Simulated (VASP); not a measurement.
# CoW3 (Pm-3m) in VASP: a series of runs, part 2 of 2

VASP 6.6.1. Earlier steps stand in the parts before.

**4. Single point, PBEsol, collinear spin, ferromagnetic start**

This run uses another cell than the first one, of 14.62 Å³/atom.

INCAR

```
SYSTEM = CoW3
ALGO = Fast
EDIFF = 1E-6
ENCUT = 520
GGA = PS
ISIF = 2
ISMEAR = -1
ISPIN = 2
LASPH = .TRUE.
LCHARG = .FALSE.
LMAXMIX = 4
LORBIT = 11
LREAL = .FALSE.
LWAVE = .FALSE.
MAGMOM = 0 0 0 2
NBANDS = 38
NELM = 150
PREC = Accurate
SIGMA = 0.05
```

KPOINTS

```
k-points
0
G
  7 7 7
  0 0 0
```

POSCAR

```
CoW3
1.0
    3.8811263776      0.0000000000      0.0000000000
    0.0000000000      3.8811263776      0.0000000000
    0.0000000000      0.0000000000      3.8811263776
W Co
3 1
Direct
    0.5000000000      0.5000000000      0.0000000000
    0.5000000000      0.0000000000      0.5000000000
    0.0000000000      0.5000000000      0.5000000000
    0.0000000000      0.0000000000      0.0000000000
```

Potentials or basis: VASP PAW PBE potentials, release 64 (W_sv, Co).

The run is started by

```console
> cat potpaw_PBE.64/W_sv/POTCAR potpaw_PBE.64/Co/POTCAR > POTCAR
> mpirun -np 1 vasp_std > vasp.out
```

OUTCAR:

```text
SYSTEM = CoW3
   EDIFF = 1E-6
   ENCUT = 520
   GGA = PS
   ISIF = 2
   ISMEAR = -1
   ISPIN = 2
   LASPH = .TRUE.
   LORBIT = 11
   LREAL = .FALSE.
   NELM = 150
   PREC = Accurate

 ion  position               nearest neighbor table
   1  0.500  0.500  0.000-   2 2.74   3 2.74   4 2.74   2 2.74   3 2.74   2 2.74   4 2.74   2 2.74
                             3 2.74   4 2.74   3 2.74   4 2.74
   2  0.500  0.000  0.500-   1 2.74   3 2.74   4 2.74   1 2.74   4 2.74   1 2.74   3 2.74   1 2.74
                             3 2.74   4 2.74   4 2.74   3 2.74
   3  0.000  0.500  0.500-   1 2.74   2 2.74   4 2.74   1 2.74   4 2.74   2 2.74   4 2.74   4 2.74
                             1 2.74   2 2.74   1 2.74   2 2.74
   4  0.000  0.000  0.000-   1 2.74   2 2.74   3 2.74   2 2.74   3 2.74   1 2.74   3 2.74   3 2.74
                             1 2.74   2 2.74   2 2.74   1 2.74

  LATTYP: Found a simple cubic cell.
 ALAT       =     3.8811263776

  Lattice vectors:

 A1 = (   3.8811263776,   0.0000000000,   0.0000000000)
 A2 = (   0.0000000000,   3.8811263776,   0.0000000000)
 A3 = (   0.0000000000,   0.0000000000,   3.8811263776)

Analysis of symmetry for initial positions (statically):
=====================================================================
 Subroutine PRICEL returns:
 Original cell was already a primitive cell.

 Routine SETGRP: Setting up the symmetry group for a
 simple cubic supercell.

 Subroutine GETGRP returns: Found 48 space group operations
 (whereof 48 operations were pure point group operations)
 out of a pool of 48 trial point group operations.

The static configuration has the point symmetry O_h .

Analysis of symmetry for dynamics (positions and initial velocities):
=====================================================================
 Subroutine PRICEL returns:
 Original cell was already a primitive cell.

 Routine SETGRP: Setting up the symmetry group for a
 simple cubic supercell.

 Subroutine GETGRP returns: Found 48 space group operations
 (whereof 48 operations were pure point group operations)
 out of a pool of 48 trial point group operations.

The dynamic configuration has the point symmetry O_h .

Analysis of structural, dynamic, and magnetic symmetry:
=====================================================================
 Subroutine PRICEL returns:
 Original cell was already a primitive cell.

 Routine SETGRP: Setting up the symmetry group for a
 simple cubic supercell.

 Subroutine GETGRP returns: Found 48 space group operations
 (whereof 48 operations were pure point group operations)
 out of a pool of 48 trial point group operations.

The overall configuration has the point symmetry O_h .

 Subroutine INISYM returns: Found 48 space group operations
 (whereof 48 operations are pure point group operations),
 and found     1 'primitive' translations

----------------------------------------------------------------------------------------

                                     Primitive cell

  volume of cell :      58.4620

  direct lattice vectors                    reciprocal lattice vectors
     3.881126378  0.000000000  0.000000000     0.257657160  0.000000000  0.000000000
     0.000000000  3.881126378  0.000000000     0.000000000  0.257657160  0.000000000
     0.000000000  0.000000000  3.881126378     0.000000000  0.000000000  0.257657160

[... 83 lines left out ...]
   LREAL  =      F    real-space projection
   EDIFFG = 0.1E-04   stopping-criterion for IOM
   NSW    =      0    number of steps for IOM
   IBRION =     -1    ionic relax: 0-MD 1-quasi-New 2-CG
   NFREE  =      0    steps in history (QN), initial steepest desc. (CG)
   ISIF   =      2    stress and relaxation
   ISYM   =      2    0-nonsym 1-usesym 2-fastsym
   POTIM  = 0.5000    time-step for ionic-motion
   TEBEG  =    0.0;   TEEND  =   0.0 temperature during run
   PSTRESS=    0.0 pullay stress
   NELECT =      51.0000    total number of electrons
   NUPDOWN=      -1.0000    fix difference up-down
   EMIN   =  10.00;   EMAX   =-10.00  energy-range for DOS
   EFERMI =   0.00;   METHOD = LEGACY
   ISMEAR =    -1;   SIGMA  =   0.05  broadening in eV -4-tet -1-fermi 0-gaus
   EFERMI_NEDOS =   21; number of points for ismear=-14 and -15
   IALGO  =     68    algorithm
   IMIX   =      4    mixing-type and parameters
     AMIX     =   0.40;   BMIX     =  1.00
     AMIX_MAG =   1.60;   BMIX_MAG =  1.00
  volume/ion in A,a.u.               =      14.62        98.63
  Fermi-wavevector in a.u.,A,eV,Ry     =   1.564253  2.956010 33.291942  2.446889
  Thomas-Fermi vector in A             =   2.666904
   LORBIT       =     11    0 simple, 1 ext, 2 COOP (PROOUT), +10 PAW based schemes
   GGA     = PS    functional components
   LHFCALC =     F    Hartree Fock is set to
   AEXX    =    0.0000 exact exchange contribution
   IVDW    =     0    specifies the selected vdW correction
   LEPSILON=     F    determine dielectric tensor
   LRPA    =     F    only Hartree local field effects (RPA)
 spin polarized calculation
 RMM-DIIS sequential band-by-band and
  energy-cutoff  :      520.00
  volume of cell :       58.46
 maximum number of plane-waves:      1588
 NGX is ok and might be reduce to    30
   NGX = 15   NGY = 15   NGZ = 15

 number of electron      51.0000010 magnetization      -0.0324389

 number of electron      51.0000014 magnetization       0.0005073

 Free energy of the ion-electron system (eV)
  ---------------------------------------------------
  ext. energy  EPLUGINS =         0.00000000
  ---------------------------------------------------
  free energy    TOTEN  =       -48.14276189 eV

  energy without entropy =      -48.10836377  energy(sigma->0) =      -48.12556283

 E-fermi :  10.6011     XC(G=0): -13.7098

 val. band max:       10.5860393418   @ k =   0.1429   0.1429   0.1429
 cond. band min:      10.6432259731   @ k =   0.1429   0.1429   0.0000
 fundamental gap:      0.0571866313
 Fermi energy:        10.6011281808

 spin component 1

 k-point     1 :       0.0000    0.0000    0.0000
  band No.  band energies     occupation
      1     -63.0599      1.00000
      2     -62.8850      1.00000
      3     -62.8850      1.00000
      4     -27.7737      1.00000
      5     -27.7737      1.00000
      6     -27.7737      1.00000
[... 789 lines left out ...]
     36      16.4520      0.00000
     37      20.6539      0.00000
 Fermi energy:        10.6011281808

 spin component 2

 k-point     1 :       0.0000    0.0000    0.0000
  band No.  band energies     occupation
      1     -63.0599      1.00000
      2     -62.8850      1.00000
      3     -62.8850      1.00000
      4     -27.7736      1.00000
      5     -27.7736      1.00000
      6     -27.7736      1.00000
[... 789 lines left out ...]
     36      16.4520      0.00000
     37      20.6667      0.00000
 [bands above 37 left out]

------------------------ aborting loop because EDIFF is reached ----------------------------------------

  FORCE on cell =-STRESS in cart. coord.  units (eV):
  Direction    XX          YY          ZZ          XY          YZ          ZX
  --------------------------------------------------------------------------------------
  -------------------------------------------------------------------------------------
  Total       -1.6772272     -1.6772272     -1.6772272      0.0000000      0.0000000     -0.0000000
  in kB      -45.9651973    -45.9651973    -45.9651973      0.0000000      0.0000000     -0.0000000
  external PRESSURE =     -45.9651973 kB  Pullay stress =       0.0000000 kB

 VOLUME and BASIS-vectors are now :
 -----------------------------------------------------------------------------
  energy-cutoff  :      520.00
  volume of cell :       58.46
      direct lattice vectors                 reciprocal lattice vectors
     3.881126378  0.000000000  0.000000000     0.257657160  0.000000000  0.000000000
     0.000000000  3.881126378  0.000000000     0.000000000  0.257657160  0.000000000
     0.000000000  0.000000000  3.881126378     0.000000000  0.000000000  0.257657160

 POSITION                                       TOTAL-FORCE (eV/Angst)
 -----------------------------------------------------------------------------------
      1.94056      1.94056      0.00000         0.000000      0.000000      0.000000
      1.94056      0.00000      1.94056         0.000000      0.000000      0.000000
      0.00000      1.94056      1.94056         0.000000      0.000000      0.000000
      0.00000      0.00000      0.00000         0.000000      0.000000      0.000000
 -----------------------------------------------------------------------------------
    total drift:                                0.000000      0.000000     -0.000000

  FREE ENERGIE OF THE ION-ELECTRON SYSTEM (eV)
  ---------------------------------------------------
  free  energy   TOTEN  =       -48.1427618938 eV

  energy  without entropy=      -48.1083637705  energy(sigma->0) =      -48.12556283

 total charge

# of ion       s       p       d       tot
------------------------------------------
    1        2.423   6.313   3.391  12.126
    2        2.423   6.313   3.391  12.126
    3        2.423   6.313   3.391  12.126
    4        0.472   0.564   7.295   8.331
--------------------------------------------------
tot          7.740  19.502  17.467  44.709

 magnetization (x)

# of ion       s       p       d       tot
------------------------------------------
    1       -0.000  -0.000  -0.000  -0.000
    2       -0.000  -0.000  -0.000  -0.000
    3       -0.000  -0.000  -0.000  -0.000
    4       -0.000   0.000   0.000   0.000
--------------------------------------------------
tot         -0.000  -0.000   0.000   0.000
```

It took 4.2 min on 1 thread of Intel Xeon 8259CL, shared host; peak memory 0.23 GiB.

What came out:

* Free energy: -48.1428 eV
* Pressure: -4.6 GPa
* Net moment: 0.00 μB per cell
* Valence electrons inside the program's atomic spheres: W 12.13; Co 8.33

Levels at points of the mesh, in eV from the Fermi level:
Spin up:
```csv
k point,band 23,band 24,band 25,band 26,band 27,band 28
"(0.00, 0.00, 0.00)",0.35,0.35,2.89,2.89,2.89,3.06
```
Spin down:
```tsv
k point	band 22	band 23	band 24	band 25	band 26	band 27	band 28	band 29
(0.00, 0.00, 0.00)	-1.13	0.35	0.35	2.89	2.89	2.89	3.06	3.06
```

Caveat: the cell stands under tension; the moments typed at the start vanished in this run; the PAW data sets were made with another functional, which shifts forces and pressure a little; spin-orbit coupling is left out, which moves the levels of the heavy elements.

**5. Single point, PBEsol, collinear spin, ferromagnetic start**

This run uses another cell than the first one, of 14.91 Å³/atom.

INCAR

```
SYSTEM = CoW3
PREC     = Accurate       ! precision mode
ENCUT    = 520            ! plane-wave cutoff, eV
EDIFF    = 1E-6           ! SCF threshold, eV
ISMEAR   = -1             ! smearing method
SIGMA    = 0.05           ! smearing width, eV
LREAL    = .False.        ! projectors in reciprocal space
LASPH    = .True.         ! aspherical terms in the spheres
NELM     = 150            ! most SCF steps
ALGO     = Normal         ! electronic algorithm
ISIF     = 2              ! what is computed and relaxed
LWAVE    = .False.        ! write WAVECAR
LCHARG   = .False.        ! write CHGCAR
ISPIN    = 2              ! spin polarisation
MAGMOM   = 0 0 0 2        ! initial moments
LORBIT   = 11             ! projections on sites
LMAXMIX  = 4              ! l up to which the mixer works
GGA      = PS             ! functional
NBANDS   = 38             ! bands
```

KPOINTS

```
regular mesh
0
Gamma
  7 7 7
  0 0 0
```

POSCAR

```
CoW3
1.0
    3.9073510000      0.0000000000      0.0000000000
    0.0000000000      3.9073510000      0.0000000000
    0.0000000000      0.0000000000      3.9073510000
W Co
3 1
Direct
    0.5000000000      0.5000000000      0.0000000000
    0.5000000000      0.0000000000      0.5000000000
    0.0000000000      0.5000000000      0.5000000000
    0.0000000000      0.0000000000      0.0000000000
```

The run is started by

```console
> cat potpaw_PBE.64/W_sv/POTCAR potpaw_PBE.64/Co/POTCAR > POTCAR
> mpirun -np 1 vasp_std > vasp.out
```

Run time: 4 min. Hardware: 1 thread of Intel Xeon 8259CL, shared host; peak memory 0.23 GiB.

It converged, with:

- Free energy: -48.0890 eV
- Pressure: -10.1 GPa
- Net moment: 0.00 μB per cell
- Valence electrons inside the program's atomic spheres: W 12.08; Co 8.29

Levels at points of the mesh, in eV from the Fermi level:
Spin up:
| k point | band 22 | band 23 | band 24 | band 25 | band 26 | band 27 | band 28 | band 29 |
| --- | --- | --- | --- | --- | --- | --- | --- | --- |
| (0.00, 0.00, 0.00) | -1.09 | 0.34 | 0.34 | 2.82 | 2.82 | 2.82 | 2.97 | 2.97 |
Spin down:
```tsv
k point	band 22	band 23	band 24	band 25	band 26	band 27	band 28	band 29
(0.00, 0.00, 0.00)	-1.09	0.34	0.34	2.82	2.82	2.82	2.97	2.97
```

Caveat: the cell stands under tension; the moments typed at the start vanished in this run; the PAW data sets were made with another functional, which shifts forces and pressure a little; spin-orbit coupling is left out, which moves the levels of the heavy elements.
